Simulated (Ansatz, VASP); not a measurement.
## ZnO in VASP and in Ansatz

Contents of POSCAR:

```
ZnO
1.0
    3.2348691750      0.0000000000      0.0000000000
   -1.6174345875      2.8014788834      0.0000000000
    0.0000000000      0.0000000000      5.2123118262
Zn O
2 2
Direct
    0.6666666667      0.3333333333      0.5004294571
    0.3333333333      0.6666666667      0.0004294571
    0.6666666667      0.3333333333      0.8798805429
    0.3333333333      0.6666666667      0.3798805429
```

The input INCAR.step1:

```
PREC = Accurate
ENCUT = 910
ISMEAR = 0
SIGMA = 0.01
LREAL = False
LASPH = True
NELM = 120
NBANDS = 26
GGA = PE
ALGO = Normal
EDIFF = 1E-5
LWAVE = True
LCHARG = False
GGA_COMPAT = False
```

INCAR.step2

```
PREC = Accurate
ENCUT = 910
EDIFF = 1E-6
ISMEAR = 0
SIGMA = 0.01
LREAL = False
LASPH = True
NELM = 120
ALGO = Normal
ISIF = 2
LWAVE = False
LCHARG = False
METAGGA = R2SCAN
LMIXTAU = True
NBANDS = 26
ISTART = 1
GGA_COMPAT = False
```

KPOINTS

```
Automatic mesh
0
Gamma
  12 12 6
```

Input for Ansatz:

```yaml
crystal:
  lattice:
    - [3.234869175, 0.0, 0.0]
    - [-1.6174345875, 2.8014788834, 0.0]
    - [0.0, 0.0, 5.2123118262]
  atoms:
    - { symbol: Zn, position: [0.6666666667, 0.3333333333, 0.5004294571] }
    - { symbol: Zn, position: [0.3333333333, 0.6666666667, 0.0004294571] }
    - { symbol: O, position: [0.6666666667, 0.3333333333, 0.8798805429] }
    - { symbol: O, position: [0.3333333333, 0.6666666667, 0.3798805429] }
basis:
  ecutwfc: 500
  xc_grid: 3
kpoints:
  mp_grid: { grid: [12, 12, 6] }
  band_path: { path: [VBM, CBM], npoints: 2 }
hamiltonian:
  xc: r2scan
scf:
  occupations: { method: gaussian, width: 0.01 }
output:
  forces: true
  stress: true
  eigenvalues: true
```

Alike in both runs: task single point; functional r2SCAN; k mesh 12 × 12 × 6; occupations gaussian, width 0.01 eV; no spin polarisation.

|  | VASP | Ansatz |
| --- | --- | --- |
| version | VASP 6.6.1 | Ansatz 0.2.0 |
| potentials or method | VASP PAW PBE potentials, release 64 (Zn, O_h), cutoff 910 eV | scalar-relativistic, plane waves, PAW |
| valence electrons in the cell | 36 | 36 |

|  | VASP | Ansatz | Ansatz less VASP |
| --- | --- | --- | --- |
| gap on the k mesh at the Fermi level (eV) | 1.24 | 1.24 | +0.002 |
| least direct gap on the mesh (eV) | 1.24 | 1.24 | +0.002 |

VASP's potentials were made for PBE, not for r2SCAN.

Noted on VASP's run: the cutoff is short for stress, so the pressure is rough.
